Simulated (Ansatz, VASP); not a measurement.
**One calculation of CdS, two programs**

Contents of INCAR:

```
SYSTEM = CdS
PREC     = Accurate       ! precision mode
ENCUT    = 520            ! plane-wave cutoff, eV
EDIFF    = 1E-6           ! SCF threshold, eV
ISMEAR   = -1             ! smearing method
SIGMA    = 0.02           ! smearing width, eV
LREAL    = .False.        ! projectors in reciprocal space
LASPH    = .True.         ! aspherical terms in the spheres
NELM     = 60             ! most SCF steps
ALGO     = Normal         ! electronic algorithm
ISIF     = 2              ! what is computed and relaxed
LWAVE    = .False.        ! write WAVECAR
LCHARG   = .False.        ! write CHGCAR
GGA      = PE             ! functional
NBANDS   = 26             ! bands
```

Contents of KPOINTS:

```
Automatic mesh
0
Gamma
  12 12 4
  0 0 0
```

The input POSCAR:

```
CdS
1.0
    4.1646012805      0.0000000000      0.0000000000
   -2.0823006403      3.6066505056      0.0000000000
    0.0000000000      0.0000000000      6.7660104844
Cd S
2 2
Direct
    0.3333333333      0.6666666667     -0.0009631161
    0.6666666667      0.3333333333      0.4990368839
    0.3333333333      0.6666666667      0.3759631161
    0.6666666667      0.3333333333      0.8759631161
```

Input for Ansatz:

```yaml
crystal:
  lattice:
    - [4.1646012805, 0.0, 0.0]
    - [-2.0823006403, 3.6066505056, 0.0]
    - [0.0, 0.0, 6.7660104844]
  atoms:
    - { symbol: Cd, position: [0.3333333333, 0.6666666667, -0.0009631161] }
    - { symbol: Cd, position: [0.6666666667, 0.3333333333, 0.4990368839] }
    - { symbol: S, position: [0.3333333333, 0.6666666667, 0.3759631161] }
    - { symbol: S, position: [0.6666666667, 0.3333333333, 0.8759631161] }
kpoints:
  mp_grid: { grid: [12, 12, 4] }
  band_path:
    path:
      - [[0.0, 0.0, 0.0], [0.5, -1.149592978294e-17, -4.021168335307e-18], [0.3333333333333, 0.3333333333333, -2.680778890204e-18], [0.0, 0.0, 0.0], [-5.97136209909e-35, -5.140755573248e-36, 0.5], [0.5, -1.111533562398e-17, 0.5], [0.3333333333333, 0.3333333333333, 0.5], [-5.97136209909e-35, -5.140755573248e-36, 0.5]]
      - [[0.5, -1.111533562398e-17, 0.5], [0.5, -1.149592978294e-17, -4.021168335307e-18]]
      - [[0.3333333333333, 0.3333333333333, 0.5], [0.3333333333333, 0.3333333333333, -2.680778890204e-18]]
    npoints: 10
hamiltonian:
  xc: pbe
scf:
  occupations: { method: fermi_dirac, width: 0.02 }
  n_extra_bands: 5
output:
  forces: true
  stress: true
  eigenvalues: true
```

Alike in both runs: task single point; functional PBE; k mesh 12 × 12 × 4; occupations fermi-dirac, width 0.02 eV; no spin polarisation.

|  | VASP | Ansatz |
| --- | --- | --- |
| version | VASP 6.6.1 | Ansatz 0.2.0 |
| potentials or method | VASP PAW PBE potentials, release 64 (Cd, S) | plane waves, PAW |
| plane-wave cutoff (eV) | 520 | 420 |
| valence electrons in the cell | 36 | 52 |

```csv
,VASP,Ansatz,Ansatz less VASP
gap on the k mesh at the Fermi level (eV),1.17,1.17,-0.002
pressure (GPa),1.7,1.4,-0.32
"traceless stress, the component that is largest in VASP (GPa)",0.05,0.05,-0.001
```

VASP's potentials hold 36 valence electrons a cell and Ansatz's 52, so a difference there can come from the potentials and not from the codes.
